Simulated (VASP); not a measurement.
Here is a VASP 6.6.1 calculation.

INCAR

```
ALGO = Normal ; EDIFF = 1E-7
ENCUT = 520 ; GGA = PE
ISIF = 2 ; ISMEAR = 0
LASPH = T ; LCHARG = F
LREAL = F ; LWAVE = F
NBANDS = 12 ; NELM = 60
PREC = Accurate ; SIGMA = 0.01
```

File KPOINTS:

```
k-points
0
Gamma
  6 6 6
```

Contents of POSCAR:

```
LiF
1.0
    0.0000000000      2.1797744269      2.1797744269
    2.1797744269      0.0000000000      2.1797744269
    2.1797744269      2.1797744269      0.0000000000
Li F
1 1
Direct
    0.0000000000      0.0000000000      0.0000000000
    0.2500000000      0.2500000000      0.2500000000
```

Potentials or basis: VASP PAW PBE potentials, release 64 (Li_sv, F).

The run is started by

```console
$ cat potpaw_PBE.64/Li_sv/POTCAR potpaw_PBE.64/F/POTCAR > POTCAR
$ mpirun -np 1 vasp_std > vasp.out
```

Question: What does it give for the band gap on the k mesh?

Answer: 7.66 eV, direct.
